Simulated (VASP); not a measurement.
# Ag (Fm-3m) in VASP: further runs

Ag is run at these levels: r2SCAN; tasks: single point.

Program: VASP 6.6.1. These are calculated values, not measurements. Logs are shortened: lines on timing, memory, paths and dates and some standing lists are left out, and cuts for length are marked.

## (1) The cell of the first run

The structure is cubic, space group Fm-3m (No. 225). The conventional cell has a = 4.104 Å, b = 4.104 Å, c = 4.104 Å, α = 90.00°, β = 90.00°, γ = 90.00°. Within 3.8 Å of Ag (site symmetry m-3m) lie 12 Ag at 2.90 Å.

## (2) Single point, r2SCAN

POSCAR

```
Ag
1.0
    0.0000000000      2.0519023311      2.0519023311
    2.0519023311      0.0000000000      2.0519023311
    2.0519023311      2.0519023311      0.0000000000
Ag
1
Direct
    0.0000000000      0.0000000000      0.0000000000
```

INCAR.step1

```
SYSTEM = Ag
PREC = Accurate
ENCUT = 520
ISMEAR = 1
SIGMA = 0.1
LREAL = .False.
LASPH = .True.
NELM = 60
NBANDS = 12
GGA = PE
ALGO = Normal
EDIFF = 1E-4
LWAVE = .True.
LCHARG = .False.
```

INCAR.step2

```
SYSTEM = Ag
PREC = Accurate
ENCUT = 520
EDIFF = 1E-6
ISMEAR = 1
SIGMA = 0.1
LREAL = .False.
LASPH = .True.
NELM = 60
ALGO = Normal
ISIF = 2
LWAVE = .False.
LCHARG = .False.
METAGGA = R2SCAN
LMIXTAU = .True.
NBANDS = 12
ISTART = 1
```

KPOINTS

```
regular mesh
0
Gamma
  13 13 13
  0 0 0
```

Potentials or basis: VASP PAW PBE potentials, release 64 (Ag).

Launch:

```console
cat potpaw_PBE.64/Ag/POTCAR > POTCAR
cp INCAR.step1 INCAR
mpirun -np 1 vasp_std > vasp.out
cp INCAR.step2 INCAR
mpirun -np 1 vasp_std > vasp.out
```

OUTCAR:

```text
SYSTEM = Ag
   PREC = Accurate
   ENCUT = 520
   EDIFF = 1E-6
   ISMEAR = 1
   LREAL = .False.
   LASPH = .True.
   NELM = 60
   ISIF = 2
   METAGGA = R2SCAN
   ISTART = 1

 ion  position               nearest neighbor table
   1  0.000  0.000  0.000-

  LATTYP: Found a face centered cubic cell.
 ALAT       =     4.1038046622

  Lattice vectors:

 A1 = (   0.0000000000,   2.0519023311,   2.0519023311)
 A2 = (   2.0519023311,   0.0000000000,   2.0519023311)
 A3 = (   2.0519023311,   2.0519023311,   0.0000000000)

Analysis of symmetry for initial positions (statically):
=====================================================================
 Subroutine PRICEL returns:
 Original cell was already a primitive cell.

 Routine SETGRP: Setting up the symmetry group for a
 face centered cubic supercell.

 Subroutine GETGRP returns: Found 48 space group operations
 (whereof 48 operations were pure point group operations)
 out of a pool of 48 trial point group operations.

The static configuration has the point symmetry O_h .

Analysis of symmetry for dynamics (positions and initial velocities):
=====================================================================
 Subroutine PRICEL returns:
 Original cell was already a primitive cell.

 Routine SETGRP: Setting up the symmetry group for a
 face centered cubic supercell.

 Subroutine GETGRP returns: Found 48 space group operations
 (whereof 48 operations were pure point group operations)
 out of a pool of 48 trial point group operations.

The dynamic configuration has the point symmetry O_h .

 Subroutine INISYM returns: Found 48 space group operations
 (whereof 48 operations are pure point group operations),
 and found     1 'primitive' translations

----------------------------------------------------------------------------------------

                                     Primitive cell

  volume of cell :      17.2783

  direct lattice vectors                    reciprocal lattice vectors
     0.000000000  2.051902331  2.051902331    -0.243676316  0.243676316  0.243676316
     2.051902331  0.000000000  2.051902331     0.243676316 -0.243676316  0.243676316
     2.051902331  2.051902331  0.000000000     0.243676316  0.243676316 -0.243676316

  length of vectors
     2.901828105  2.901828105  2.901828105     0.422059759  0.422059759  0.422059759

  position of ions in fractional coordinates (direct lattice)
     0.000000000  0.000000000  0.000000000

  ion indices of the primitive-cell ions
   primitive index   ion index
                 1           1

----------------------------------------------------------------------------------------

 KPOINTS: regular mesh

Automatic generation of k-mesh.
 Grid dimensions read from file:
 generate k-points for:   13   13   13

 Generating k-lattice:

  Cartesian coordinates                     Fractional coordinates (reciprocal lattice)
    -0.018744332  0.018744332  0.018744332     0.076923077  0.000000000  0.000000000
     0.018744332 -0.018744332  0.018744332     0.000000000  0.076923077  0.000000000
     0.018744332  0.018744332 -0.018744332     0.000000000  0.000000000  0.076923077

  Length of vectors
     0.032466135  0.032466135  0.032466135

  Shift w.r.t. Gamma in fractional coordinates (k-lattice)
     0.000000000  0.000000000  0.000000000

 Subroutine IBZKPT returns following result:
 ===========================================

 Found     84 irreducible k-points:

 Following reciprocal coordinates:
            Coordinates               Weight
  0.000000  0.000000  0.000000      1.000000
  0.076923  0.000000  0.000000      8.000000
  0.153846  0.000000  0.000000      8.000000
  0.230769  0.000000  0.000000      8.000000
  0.307692  0.000000  0.000000      8.000000
  0.384615  0.000000  0.000000      8.000000
[... 16 lines left out ...]
  0.384615  0.153846  0.000000     24.000000
  0.461538  0.153846  0.000000     24.000000
 [... further k-points ...]
   k-points           NKPTS =     84   k-points in BZ     NKDIM =     84   number of bands    NBANDS=     12
   number of dos      NEDOS =    301   number of ions     NIONS =      1
   total plane-waves  NPLWV =  13824
   dimension x,y,z NGX =    24 NGY =   24 NGZ =   24
   dimension x,y,z NGXF=    48 NGYF=   48 NGZF=   48
   ions per type =               1
   NGX,Y,Z   is equivalent  to a cutoff of  13.75, 13.75, 13.75 a.u.
   NGXF,Y,Z  is equivalent  to a cutoff of  27.50, 27.50, 27.50 a.u.
 SYSTEM =  Ag
   PREC   = accura    normal or accurate (medium, high low for compatibility)
   ISTART =      1    job   : 0-new  1-cont  2-samecut
   ICHARG =      0    charge: 1-file 2-atom 10-const
   ISPIN  =      1    spin polarized calculation?
   LNONCOLLINEAR =      F non collinear calculations
   LSORBIT =      F    spin-orbit coupling
   LASPH  =      T    aspherical Exc in radial PAW
   ENCUT  =  520.0 eV  38.22 Ry    6.18 a.u.   5.40  5.40  5.40*2*pi/ulx,y,z
   NELM   =     60;   NELMIN=  2; NELMDL=  0     # of ELM steps
   EDIFF  = 0.1E-05   stopping-criterion for ELM
   LREAL  =      F    real-space projection
   EDIFFG = 0.1E-04   stopping-criterion for IOM
   NSW    =      0    number of steps for IOM
   IBRION =     -1    ionic relax: 0-MD 1-quasi-New 2-CG
   NFREE  =      0    steps in history (QN), initial steepest desc. (CG)
   ISIF   =      2    stress and relaxation
   ISYM   =      2    0-nonsym 1-usesym 2-fastsym
   POTIM  = 0.5000    time-step for ionic-motion
   TEBEG  =    0.0;   TEEND  =   0.0 temperature during run
   PSTRESS=    0.0 pullay stress
   NELECT =      11.0000    total number of electrons
   NUPDOWN=      -1.0000    fix difference up-down
   EMIN   =  10.00;   EMAX   =-10.00  energy-range for DOS
   EFERMI =   0.00;   METHOD = LEGACY
   ISMEAR =     1;   SIGMA  =   0.10  broadening in eV -4-tet -1-fermi 0-gaus
   EFERMI_NEDOS =   21; number of points for ismear=-14 and -15
   IALGO  =     38    algorithm
   IMIX   =      4    mixing-type and parameters
     AMIX     =   0.40;   BMIX     =  1.00
     AMIX_MAG =   1.60;   BMIX_MAG =  1.00
  volume/ion in A,a.u.               =      17.28       116.60
  Fermi-wavevector in a.u.,A,eV,Ry     =   1.408334  2.661366 26.985864  1.983405
  Thomas-Fermi vector in A             =   2.530502
   LORBIT       =      0    0 simple, 1 ext, 2 COOP (PROOUT), +10 PAW based schemes
   METAGGA = R2SCAN    functional components
   LHFCALC =     F    Hartree Fock is set to
   AEXX    =    0.0000 exact exchange contribution
   IVDW    =     0    specifies the selected vdW correction
   LEPSILON=     F    determine dielectric tensor
   LRPA    =     F    only Hartree local field effects (RPA)
 non-spin polarized calculation
 Methfessel and Paxton  Order N= 1 SIGMA  =   0.10
  energy-cutoff  :      520.00
  volume of cell :       17.28
 maximum number of plane-waves:       487
 NGX is ok and might be reduce to    24
   NGX = 11   NGY = 11   NGZ = 11

 number of electron      10.9999999 magnetization

 Free energy of the ion-electron system (eV)
  ---------------------------------------------------
  ext. energy  EPLUGINS =         0.00000000
  ---------------------------------------------------
  free energy    TOTEN  =       -21.35452242 eV

  energy without entropy =      -21.35420446  energy(sigma->0) =      -21.35441643

 E-fermi :   8.4594     XC(G=0): -12.8805

 val. band max:        8.4439946274   @ k =  -0.3077   0.2308   0.0000
 cond. band min:       8.4780232000   @ k =   0.4615   0.3077   0.0000
 fundamental gap:      0.0340285726
 Fermi energy:         8.4594346827

 k-point     1 :       0.0000    0.0000    0.0000
  band No.  band energies     occupation
      1       0.3872      2.00000
      2       3.1504      2.00000
      3       3.1504      2.00000
      4       3.1504      2.00000
      5       4.1699      2.00000
      6       4.1699      2.00000
      7      24.8650      0.00000
      8      28.5162      0.00000
      9      28.5162      0.00000
     10      28.5162      0.00000
     11      33.4446      0.00000
     12      34.4038      0.00000

 k-point     2 :       0.0769    0.0000    0.0000
  band No.  band energies     occupation
      1       0.5751      2.00000
      2       3.1104      2.00000
      3       3.2007      2.00000
      4       3.2007      2.00000
      5       4.1517      2.00000
      6       4.1517      2.00000
      7      24.8487      0.00000
      8      27.0452      0.00000
      9      28.5739      0.00000
     10      28.5739      0.00000
     11      33.2114      0.00000
     12      34.2142      0.00000

 k-point     3 :       0.1538    0.0000    0.0000
  band No.  band energies     occupation
      1       1.0862      2.00000
      2       3.0592      2.00000
      3       3.3095      2.00000
      4       3.3095      2.00000
      5       4.1389      2.00000
      6       4.1389      2.00000
      7      23.4171      0.00000
      8      25.8161      0.00000
      9      28.6649      0.00000
     10      28.6649      0.00000
     11      32.0487      0.00000
     12      33.4920      0.00000

 k-point     4 :       0.2308    0.0000    0.0000
  band No.  band energies     occupation
      1       1.6337      2.00000
      2       3.3192      2.00000
      3       3.3563      2.00000
      4       3.3563      2.00000
      5       4.2456      2.00000
      6       4.2456      2.00000
      7      20.4641      0.00000
      8      25.5750      0.00000
      9      28.5467      0.00000
     10      28.5468      0.00000
     11      31.7643      0.00000
     12      32.4926      0.00000

 k-point     5 :       0.3077    0.0000    0.0000
  band No.  band energies     occupation
      1       1.7678      2.00000
      2       3.2907      2.00000
      3       3.2907      2.00000
      4       4.3671      2.00000
      5       4.4992      2.00000
      6       4.4992      2.00000
      7      17.4073      0.00000
      8      25.0413      0.00000
      9      28.0000      0.00000
     10      28.0000      0.00000
     11      31.8712      0.00000
     12      31.8712      0.00000
[... 228 lines left out ...]
      1       1.8145      2.00000
      2       2.6612      2.00000
      3       3.5319      2.00000
      4       3.6504      2.00000
      5       4.0741      2.00000
      6       4.4290      2.00000
      7      22.9922      0.00000
      8      25.1390      0.00000
      9      25.3528      0.00000
     10      27.0542      0.00000
     11      29.9840      0.00000
     12      34.5709      0.00000

 k-point    22 :       0.3077    0.1538    0.0000
  band No.  band energies     occupation
      1       2.1173      2.00000
      2       2.7960      2.00000
      3       3.3611      2.00000
      4       3.6812      2.00000
      5       4.6293      2.00000
      6       4.8585      2.00000
      7      19.8960      0.00000
      8      24.4688      0.00000
      9      24.8757      0.00000
     10      26.7272      0.00000
     11      30.7380      0.00000
     12      34.3110      0.00000

 k-point    23 :       0.3846    0.1538    0.0000
  band No.  band energies     occupation
      1       2.0533      2.00000
      2       3.0508      2.00000
      3       3.4039      2.00000
      4       3.6100      2.00000
      5       4.8599      2.00000
      6       6.1596      2.00000
      7      16.8575      0.00000
      8      23.9852      0.00000
      9      24.1188      0.00000
     10      25.9089      0.00000
     11      32.9949      0.00000
     12      34.0904      0.00000

 k-point    24 :       0.4615    0.1538    0.0000
  band No.  band energies     occupation
      1       1.9696      2.00000
      2       2.9586      2.00000
      3       3.5155      2.00000
      4       3.7967      2.00000
      5       4.9904      2.00000
      6       7.8747      2.00000
      7      14.0725      0.00000
      8      22.9822      0.00000
      9      24.1870      0.00000
     10      25.3467      0.00000
     11      33.8699      0.00000
     12      33.9010      0.00000

 [... further k-points ...]
[... 5 lines left out ...]
  --------------------------------------------------------------------------------------
  -------------------------------------------------------------------------------------
  Total       -0.0093303     -0.0093303     -0.0093303     -0.0000000     -0.0000000     -0.0000000
  in kB       -0.8651832     -0.8651832     -0.8651832     -0.0000000     -0.0000000     -0.0000000
  external PRESSURE =      -0.8651832 kB  Pullay stress =       0.0000000 kB

 VOLUME and BASIS-vectors are now :
 -----------------------------------------------------------------------------
  energy-cutoff  :      520.00
  volume of cell :       17.28
      direct lattice vectors                 reciprocal lattice vectors
     0.000000000  2.051902331  2.051902331    -0.243676316  0.243676316  0.243676316
     2.051902331  0.000000000  2.051902331     0.243676316 -0.243676316  0.243676316
     2.051902331  2.051902331  0.000000000     0.243676316  0.243676316 -0.243676316

 POSITION                                       TOTAL-FORCE (eV/Angst)
 -----------------------------------------------------------------------------------
      0.00000      0.00000      0.00000        -0.000000      0.000000      0.000000
 -----------------------------------------------------------------------------------
    total drift:                                0.000000     -0.000000     -0.000000

  FREE ENERGIE OF THE ION-ELECTRON SYSTEM (eV)
  ---------------------------------------------------
  free  energy   TOTEN  =       -21.3545224166 eV

  energy  without entropy=      -21.3542044574  energy(sigma->0) =      -21.35441643
```

It took 2.5 min on 1 thread of AMD EPYC, shared host; peak memory 0.12 GiB.

What came out:

```yaml
Free_energy: -21.3545 eV
Pressure: -0.1 GPa
```

Levels at points of the mesh, in eV from the Fermi level:
| k point | band 2 | band 3 | band 4 | band 5 | band 6 | band 7 | band 8 | band 9 | band 10 | band 11 |
| --- | --- | --- | --- | --- | --- | --- | --- | --- | --- | --- |
| (0.00, 0.00, 0.00) | -5.31 | -5.31 | -5.31 | -4.29 | -4.29 | 16.41 | 20.06 | 20.06 | 20.06 | 24.99 |

Caveat: the PAW data sets were made with another functional, which shifts forces and pressure a little.

[end of part 1 of 2]
